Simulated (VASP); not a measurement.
A run of VASP 6.6.1:

Contents of INCAR:

```
PREC = Accurate
ENCUT = 520
EDIFF = 1E-7
ISMEAR = -1
SIGMA = 0.08
LREAL = False
LASPH = True
NELM = 100
ALGO = Normal
ISIF = 2
LWAVE = False
LCHARG = False
GGA = PE
NBANDS = 10
```

KPOINTS

```
regular mesh
0
Gamma
  7 7 10
```

File POSCAR:

```
Mg
1.0
    4.8279476025      0.0000000000      0.0000000000
   -2.4139738012      4.1811252719      0.0000000000
    0.0000000000      0.0000000000      2.9075084444
Mg
3
Direct
    0.0000000000      0.0000000000      0.0000000000
    0.3333333333      0.6666666667      0.5000000000
    0.6666666667      0.3333333333      0.5000000000
```

Potentials or basis: VASP PAW PBE potentials, release 64 (Mg).

Command:

```sh
$ cat potpaw_PBE.64/Mg/POTCAR > POTCAR
$ mpirun -np 1 vasp_std > vasp.out
```

Hardware: 1 thread of Intel(R) Xeon(R) Platinum 8259CL CPU @ 2.50GHz (Skylake/Cascade Lake), with other jobs on the host.

Problem. Estimate the wall time of this run.

Solution. Run time: 15 s on 1 thread of Intel(R) Xeon(R) Platinum 8259CL CPU @ 2.50GHz (Skylake/Cascade Lake), with other jobs on the host, peak memory 0.18 GiB. Counts: scf iterations 11, k points 48.
